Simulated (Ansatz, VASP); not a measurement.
## TiTe2 in VASP and in Ansatz

```
Ti Te
1.0
     3.69743    0.00000    0.00000
    -1.84871    3.20206    0.00000
     0.00000    0.00000    6.38933
Ti Te
1 2
Direct
  0.00000 0.00000 0.00000
  0.66667 0.33333 0.27114
  0.33333 0.66667 0.72886
```

Alike in both runs: functional PBE; dispersion D3(BJ); k mesh 15 × 15 × 8; occupations fermi-dirac, width 0.15 eV; no spin polarisation.

Ansatz relaxed the structure, and its values are those at the end. VASP's run is a single point on that final structure, the one shown.

|  | VASP | Ansatz |
| --- | --- | --- |
| version | VASP 6.6.1 | Ansatz 0.2.0 |
| potentials or method | VASP PAW PBE potentials, release 64 (Ti_sv, Te), cutoff 520 eV | scalar-relativistic, plane waves, PAW |
| valence electrons in the cell | 24 | 44 |

Ansatz gave:

```
gap on the k mesh at the Fermi level (eV) : none
pressure (GPa)                            : 0.0
rms of the force components (eV/Å)        : 0.000
```

**Question.** Which values does VASP return?

**Answer.** gap on the k mesh at the Fermi level (eV): none; pressure (GPa): 0.0; rms of the force components (eV/Å): 0.005.

A gap of «none» marks a metal or a gap that the smearing closes. VASP's potentials hold 24 valence electrons a cell and Ansatz's 44, so a difference there can come from the potentials and not from the codes.

Neither program's run includes spin-orbit coupling.
